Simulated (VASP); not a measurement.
# Ti4O in VASP: relaxation of the atoms with PBEsol

Aim: the relaxation of the atoms of Ti4O with PBEsol.

Everything below comes from runs of VASP 6.6.1. Logs are shortened: lines on timing, memory, paths and dates and some standing lists are left out, and cuts for length are marked.

**1. The cell of the first run**

The cell holds a slab with vacuum, 5 atoms: a = 2.868 Å, b = 2.868 Å, c = 25.084 Å, α = 90.00°, β = 90.00°, γ = 90.00°.

**2. Relaxation of the atoms, PBEsol**

The input, INCAR:

```
SYSTEM = Ti4O
ALGO = Fast
DIPOL = 0.5 0.5 0.498
EDIFF = 1E-6
EDIFFG = -0.03
ENCUT = 520
GGA = PS
IBRION = 2
IDIPOL = 3
ISIF = 2
ISMEAR = 0
KPAR = 4
LASPH = .TRUE.
LCHARG = .FALSE.
LDIPOL = .TRUE.
LREAL = .FALSE.
LWAVE = .FALSE.
NELM = 60
NSW = 90
PREC = Accurate
SIGMA = 0.1
```

The input, KPOINTS:

```
k-points
0
G
  10 10 1
  0 0 0
```

The input, POSCAR:

```
Ti4O
1.0
    2.8679135958      0.0000000000      0.0000000000
    0.0000000000      2.8679135958      0.0000000000
    0.0000000000      0.0000000000     25.0837634544
Ti O
4 1
Selective dynamics
Direct
    0.5000000000      0.5000000000      0.3388646212  F F F
    0.0000000000      0.0000000000      0.4197105897  F F F
    0.5000000000      0.5000000000      0.5045747292  T T T
    0.0000000000      0.0000000000      0.5792204640  T T T
    0.0000000000      0.5000000000      0.6493853738  T T T
```

Potentials or basis: VASP PAW PBE potentials, release 64 (Ti_sv, O).

Started as:

```console
$ cat potpaw_PBE.64/Ti_sv/POTCAR potpaw_PBE.64/O/POTCAR > POTCAR
$ mpirun -np 4 vasp_std > vasp.out
```

OUTCAR:

```text
SYSTEM = Ti4O
   EDIFF = 1E-6
   EDIFFG = -0.03
   ENCUT = 520
   GGA = PS
   IBRION = 2
   ISIF = 2
   ISMEAR = 0
   LASPH = .TRUE.
   LREAL = .FALSE.
   NELM = 60
   NSW = 90
   PREC = Accurate

 ion  position               nearest neighbor table
   1  0.500  0.500  0.339-   2 2.87   2 2.87   2 2.87   2 2.87
   2  0.000  0.000  0.420-   1 2.87   1 2.87   1 2.87   1 2.87
   3  0.500  0.500  0.505-   4 2.76   4 2.76   4 2.76   4 2.76
   4  0.000  0.000  0.579-   5 2.27   5 2.27   3 2.76   3 2.76   3 2.76   3 2.76
   5  0.000  0.500  0.649-   4 2.27   4 2.27

  LATTYP: Found a simple tetragonal cell.
 ALAT       =     2.8679135958
 C/A-ratio  =     8.7463455981

  Lattice vectors:

 A1 = (   2.8679135958,   0.0000000000,   0.0000000000)
 A2 = (   0.0000000000,   2.8679135958,   0.0000000000)
 A3 = (   0.0000000000,   0.0000000000,  25.0837634544)

Analysis of symmetry for initial positions (statically):
=====================================================================
 Subroutine PRICEL returns:
 Original cell was already a primitive cell.

 Routine SETGRP: Setting up the symmetry group for a
 simple tetragonal supercell.

 Subroutine GETGRP returns: Found  4 space group operations
 (whereof  4 operations were pure point group operations)
 out of a pool of 16 trial point group operations.

The static configuration has the point symmetry C_2v.

Analysis of symmetry for dynamics (positions and initial velocities):
=====================================================================
 Subroutine PRICEL returns:
 Original cell was already a primitive cell.

 Routine SETGRP: Setting up the symmetry group for a
 simple tetragonal supercell.

 Subroutine GETGRP returns: Found  4 space group operations
 (whereof  4 operations were pure point group operations)
 out of a pool of 16 trial point group operations.

The dynamic configuration has the point symmetry C_2v.

Analysis of constrained symmetry for selective dynamics:
=====================================================================
 Subroutine PRICEL returns:
 Original cell was already a primitive cell.

 Routine SETGRP: Setting up the symmetry group for a
 simple tetragonal supercell.

 Subroutine GETGRP returns: Found  4 space group operations
 (whereof  4 operations were pure point group operations)
 out of a pool of 16 trial point group operations.

The constrained configuration has the point symmetry C_2v.

 Subroutine INISYM returns: Found  4 space group operations
 (whereof  4 operations are pure point group operations),
 and found     1 'primitive' translations

----------------------------------------------------------------------------------------

                                     Primitive cell

  volume of cell :     206.3122

  direct lattice vectors                    reciprocal lattice vectors
     2.867913596  0.000000000  0.000000000     0.348685540  0.000000000  0.000000000
     0.000000000  2.867913596  0.000000000     0.000000000  0.348685540  0.000000000
     0.000000000  0.000000000 25.083763454     0.000000000  0.000000000  0.039866426

  length of vectors
     2.867913596  2.867913596 25.083763454     0.348685540  0.348685540  0.039866426

  position of ions in fractional coordinates (direct lattice)
     0.500000000  0.500000000  0.338864621
     0.000000000  0.000000000  0.419710590
     0.500000000  0.500000000  0.504574729
     0.000000000  0.000000000  0.579220464
     0.000000000  0.500000000  0.649385374

  ion indices of the primitive-cell ions
   primitive index   ion index
                 1           1
                 2           2
                 3           3
                 4           4
                 5           5

----------------------------------------------------------------------------------------

 KPOINTS: k-points

Automatic generation of k-mesh.
 Grid dimensions read from file:
 generate k-points for:   10   10    1

 Generating k-lattice:

  Cartesian coordinates                     Fractional coordinates (reciprocal lattice)
     0.034868554  0.000000000  0.000000000     0.100000000  0.000000000  0.000000000
     0.000000000  0.034868554  0.000000000     0.000000000  0.100000000  0.000000000
     0.000000000  0.000000000  0.039866426     0.000000000  0.000000000  1.000000000

  Length of vectors
     0.034868554  0.034868554  0.039866426

  Shift w.r.t. Gamma in fractional coordinates (k-lattice)
     0.000000000  0.000000000  0.000000000

 Subroutine IBZKPT returns following result:
 ===========================================

 Found     36 irreducible k-points:

 Following reciprocal coordinates:
            Coordinates               Weight
  0.000000  0.000000  0.000000      1.000000
  0.100000  0.000000  0.000000      2.000000
  0.000000  0.100000  0.000000      2.000000
  0.200000  0.000000  0.000000      2.000000
  0.000000  0.200000  0.000000      2.000000
  0.300000  0.000000  0.000000      2.000000
[... 16 lines left out ...]
 -0.200000  0.300000  0.000000      4.000000
  0.400000  0.200000  0.000000      4.000000
 [... further k-points ...]
   k-points           NKPTS =     36   k-points in BZ     NKDIM =     36   number of bands    NBANDS=     32
   number of dos      NEDOS =    301   number of ions     NIONS =      5
   total plane-waves  NPLWV = 110592
   dimension x,y,z NGX =    24 NGY =   24 NGZ =  192
   dimension x,y,z NGXF=    48 NGYF=   48 NGZF=  384
   ions per type =               4   1
   NGX,Y,Z   is equivalent  to a cutoff of  13.91, 13.91, 12.73 a.u.
   NGXF,Y,Z  is equivalent  to a cutoff of  27.82, 27.82, 25.45 a.u.
 SYSTEM =  Ti4O
   PREC   = accura    normal or accurate (medium, high low for compatibility)
   ISTART =      0    job   : 0-new  1-cont  2-samecut
   ICHARG =      2    charge: 1-file 2-atom 10-const
   ISPIN  =      1    spin polarized calculation?
   LNONCOLLINEAR =      F non collinear calculations
   LSORBIT =      F    spin-orbit coupling
   LASPH  =      T    aspherical Exc in radial PAW
   ENCUT  =  520.0 eV  38.22 Ry    6.18 a.u.   5.33  5.33 46.64*2*pi/ulx,y,z
   NELM   =     60;   NELMIN=  2; NELMDL= -5     # of ELM steps
   EDIFF  = 0.1E-05   stopping-criterion for ELM
   LREAL  =      F    real-space projection
   EDIFFG = -.3E-01   stopping-criterion for IOM
   NSW    =     90    number of steps for IOM
   IBRION =      2    ionic relax: 0-MD 1-quasi-New 2-CG
   NFREE  =      1    steps in history (QN), initial steepest desc. (CG)
   ISIF   =      2    stress and relaxation
   ISYM   =      2    0-nonsym 1-usesym 2-fastsym
   POTIM  = 0.5000    time-step for ionic-motion
   TEBEG  =    0.0;   TEEND  =   0.0 temperature during run
   PSTRESS=    0.0 pullay stress
   NELECT =      54.0000    total number of electrons
   NUPDOWN=      -1.0000    fix difference up-down
   EMIN   =  10.00;   EMAX   =-10.00  energy-range for DOS
   EFERMI =   0.00;   METHOD = LEGACY
   ISMEAR =     0;   SIGMA  =   0.10  broadening in eV -4-tet -1-fermi 0-gaus
   EFERMI_NEDOS =   21; number of points for ismear=-14 and -15
   IALGO  =     68    algorithm
   IMIX   =      4    mixing-type and parameters
     AMIX     =   0.40;   BMIX     =  1.00
     AMIX_MAG =   1.60;   BMIX_MAG =  1.00
  volume/ion in A,a.u.               =      41.26       278.45
  Fermi-wavevector in a.u.,A,eV,Ry     =   1.047204  1.978928 14.920631  1.096635
  Thomas-Fermi vector in A             =   2.182074
   LORBIT       =      0    0 simple, 1 ext, 2 COOP (PROOUT), +10 PAW based schemes
   GGA     = PS    functional components
   LHFCALC =     F    Hartree Fock is set to
   AEXX    =    0.0000 exact exchange contribution
   IVDW    =     0    specifies the selected vdW correction
   LEPSILON=     F    determine dielectric tensor
   LRPA    =     F    only Hartree local field effects (RPA)
 conjugate gradient relaxation of ions
 non-spin polarized calculation
 RMM-DIIS sequential band-by-band and
 Gauss-broadening in eV      SIGMA  =   0.10
  energy-cutoff  :      520.00
  volume of cell :      206.31
 maximum number of plane-waves:      5597
 NGX is ok and might be reduce to    24
   NGX = 11   NGY = 11   NGZ = 93

--------------------------------------- Ionic step        1  -------------------------------------------

 number of electron      54.0000007 magnetization

 Free energy of the ion-electron system (eV)
  ---------------------------------------------------
  ext. energy  EPLUGINS =         0.00000000
  ---------------------------------------------------
  free energy    TOTEN  =       -37.73259233 eV

  energy without entropy =      -37.68541079  energy(sigma->0) =      -37.70900156

------------------------ aborting loop EDIFF was not reached (unconverged)  ----------------------------

  FORCE on cell =-STRESS in cart. coord.  units (eV):
  Direction    XX          YY          ZZ          XY          YZ          ZX
  --------------------------------------------------------------------------------------
  -------------------------------------------------------------------------------------
  Total       -1.1625555     -4.0233842     -9.4128943      0.0000000      0.0000000      0.0000000
  in kB       -9.0281641    -31.2447652    -73.0985802      0.0000000      0.0000000      0.0000000
  external PRESSURE =     -37.7905032 kB  Pullay stress =       0.0000000 kB
[... 20 lines left out ...]
  FREE ENERGIE OF THE ION-ELECTRON SYSTEM (eV)
  ---------------------------------------------------
  free  energy   TOTEN  =       -37.7325923321 eV

  energy  without entropy=      -37.6854107922  energy(sigma->0) =      -37.70900156

 dipolmoment           0.000000      0.000000     -0.440891 electrons x Angstroem

--------------------------------------- Ionic step        2  -------------------------------------------

 number of electron      54.0000004 magnetization

------------------------ aborting loop because EDIFF is reached ----------------------------------------
[... 67 lines left out ...]
  FREE ENERGIE OF THE ION-ELECTRON SYSTEM (eV)
  ---------------------------------------------------
  free  energy   TOTEN  =       -41.1272345103 eV

  energy  without entropy=      -41.0865183767  energy(sigma->0) =      -41.10687644

[... ionic steps 4 to 17 ...]

--------------------------------------- Ionic step       18  -------------------------------------------

 number of electron      54.0000005 magnetization

------------------------ aborting loop because EDIFF is reached ----------------------------------------
[... 73 lines left out ...]
--------------------------------------- Ionic step       20  -------------------------------------------

 number of electron      54.0000006 magnetization

 dipolmoment           0.000000      0.000000      0.092686 electrons x Angstroem

 Free energy of the ion-electron system (eV)
  ---------------------------------------------------
  ext. energy  EPLUGINS =         0.00000000
  ---------------------------------------------------
  free energy    TOTEN  =       -41.13478757 eV

  energy without entropy =      -41.09410027  energy(sigma->0) =      -41.11444392

 E-fermi :  -0.3708     XC(G=0):  -4.9770

 val. band max:       -0.3723970771   @ k =   0.0000   0.1000   0.0000
 cond. band min:      -0.3659505170   @ k =  -0.1000   0.2000   0.0000
 fundamental gap:      0.0064465602
 Fermi energy:        -0.3707909468

 k-point     1 :       0.0000    0.0000    0.0000
  band No.  band energies     occupation
      1     -57.2413      2.00000
      2     -56.9675      2.00000
      3     -56.7855      2.00000
      4     -56.6583      2.00000
      5     -33.6820      2.00000
      6     -33.5262      2.00000
[... 829 lines left out ...]
     31       0.6169      0.00000
     32       0.8077      0.00000

 [... further k-points ...]

------------------------ aborting loop because EDIFF is reached ----------------------------------------

 vacuum level on the upper side and lower side of the slab       (xc-potential included)         0.934        -1.058

  FORCE on cell =-STRESS in cart. coord.  units (eV):
  Direction    XX          YY          ZZ          XY          YZ          ZX
  --------------------------------------------------------------------------------------
  -------------------------------------------------------------------------------------
  Total       -0.2096426      0.1684874     -1.3797243      0.0000000      0.0000000      0.0000000
  in kB       -1.6280408      1.3084383    -10.7146520      0.0000000      0.0000000      0.0000000
  external PRESSURE =      -3.6780848 kB  Pullay stress =       0.0000000 kB
[... 20 lines left out ...]
  FREE ENERGIE OF THE ION-ELECTRON SYSTEM (eV)
  ---------------------------------------------------
  free  energy   TOTEN  =       -41.1347875681 eV

  energy  without entropy=      -41.0941002749  energy(sigma->0) =      -41.11444392

 reached required accuracy - stopping structural energy minimisation

 vacuum level on the upper side and lower side of the slab         5.769         3.735
```

Wall time 56 min (4 MPI ranks of Oxide Virtual Turin-like, shared host); peak memory 0.46 GiB.

What came out:

| Quantity | Value |
| --- | --- |
| Free energy | -41.1348 eV |
| Energy gained by relaxing | 680.4 meV/atom |
| Ionic steps | 20 |
| Band gap on the k mesh | zero (bands 27 and 28 overlap by 0.15 eV) |

The path:
| step | energy change (eV) | largest force on free atoms (eV/Å) | pressure (GPa) |
| --- | --- | --- | --- |
| 1 | 0.0000 | 6.4398 | -3.78 |
| 2 | -3.2039 | 2.8064 | -2.23 |
| 3 | -3.3946 | 0.0973 | -0.74 |
| 4 | -3.3927 | 0.3593 | -0.93 |
| 5 | -3.3938 | 0.3112 | -0.88 |
| 6 | -3.3967 | 0.1668 | -0.75 |
| 7 | -3.3991 | 0.1790 | -0.48 |
| 8 | -3.3999 | 0.0844 | -0.58 |
| 9 | -3.3999 | 0.0829 | -0.58 |
| 10 | -3.4003 | 0.0641 | -0.57 |
| 11 | -3.4009 | 0.0585 | -0.53 |
| 12 | -3.4005 | 0.1151 | -0.46 |
| 13 | -3.4011 | 0.0561 | -0.51 |
| 14 | -3.4013 | 0.0662 | -0.47 |
| 15 | -3.4015 | 0.1288 | -0.40 |
| 16 | -3.4016 | 0.1208 | -0.40 |
| 17 | -3.4018 | 0.0984 | -0.39 |
| 18 | -3.4021 | 0.0524 | -0.38 |
| 19 | -3.4022 | 0.0437 | -0.36 |
| 20 | -3.4022 | 0.0275 | -0.37 |

Final structure:
```yaml
crystal:
  lattice:
    - [2.86791, 0.00000, 0.00000]
    - [0.00000, 2.86791, 0.00000]
    - [0.00000, 0.00000, 25.08376]
  atoms:
    - { symbol: Ti, position: [0.50000, 0.50000, 0.33886] }
    - { symbol: Ti, position: [0.00000, 0.00000, 0.41971] }
    - { symbol: Ti, position: [0.50000, 0.50000, 0.50011] }
    - { symbol: Ti, position: [0.00000, 0.00000, 0.59133] }
    - { symbol: O, position: [0.00000, 0.50000, 0.63342] }
```

Levels at points of the mesh, in eV from the Fermi level:
| k point | band 24 | band 25 | band 26 | band 27 | band 28 | band 29 | band 30 | band 31 |
| --- | --- | --- | --- | --- | --- | --- | --- | --- |
| (0.00, 0.00, 0.00) | -2.19 | -1.48 | -0.63 | -0.02 | 0.38 | 0.65 | 1.20 | 1.22 |
| (0.50, 0.00, 0.00) | -0.96 | -0.23 | -0.21 | 0.06 | 0.42 | 0.56 | 0.73 | 1.00 |
| (0.00, 0.50, 0.00) | -1.62 | -0.25 | -0.21 | 0.05 | 0.06 | 0.54 | 0.56 | 0.74 |
| (0.50, 0.50, 0.00) | -1.47 | -1.43 | -0.65 | -0.46 | 0.49 | 0.62 | 0.95 | 2.23 |

Caveat: the PAW data sets were made with another functional, which shifts forces and pressure a little.
